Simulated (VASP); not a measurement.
Here is a VASP 6.6.1 calculation.

INCAR

```
SYSTEM = SiW6
PREC     = Accurate       ! precision mode
ENCUT    = 520            ! plane-wave cutoff, eV
EDIFF    = 1E-6           ! SCF threshold, eV
ISMEAR   = 0              ! smearing method
SIGMA    = 0.1            ! smearing width, eV
LREAL    = .FALSE.        ! projectors in reciprocal space
LASPH    = .TRUE.         ! aspherical terms in the spheres
NELM     = 60             ! most SCF steps
ALGO     = Normal         ! electronic algorithm
ISIF     = 2              ! what is computed and relaxed
LWAVE    = .FALSE.        ! write WAVECAR
LCHARG   = .FALSE.        ! write CHGCAR
LDIPOL   = .TRUE.       
IDIPOL   = 3            
DIPOL    = 0.5 0.5 0.322
GGA      = PE             ! functional
IVDW     = 12             ! dispersion correction
NBANDS   = 53             ! bands
```

The input KPOINTS:

```
regular mesh
0
G
  6 6 1
  0 0 0
```

Contents of POSCAR:

```
SiW6
1.0
    4.4682526324      0.0000000000      0.0000000000
   -2.2341263162      3.8696202902      0.0000000000
    0.0000000000      0.0000000000     21.7259061349
W Si
6 1
Direct
    0.6666666667      0.3333333333      0.1841119986
    0.3333333333      0.6666666667      0.2260931360
    0.0000000000      0.0000000000      0.2680742733
    0.6666666667      0.3333333333      0.3070897866
    0.3333333333      0.6666666667      0.3466976876
    0.0000000000      0.0000000000      0.3832248047
    0.0000000000      0.0000000000      0.5397200035
```

Potentials or basis: VASP PAW PBE potentials, release 64 (W_sv, Si).

Command:

```bash
$ cat potpaw_PBE.64/W_sv/POTCAR potpaw_PBE.64/Si/POTCAR > POTCAR
$ mpirun -np 1 vasp_std > vasp.out
```

(1) Estimate the dispersion energy per atom.

(2) What does it give for the band gap on the k mesh?

## Answers

(1) -0.392 eV.

(2) zero (band 44 reaches 0.38 eV, above the bottom of band 45 at 0.28 eV).

Caveat: spin-orbit coupling is left out, which moves the levels of the heavy elements.
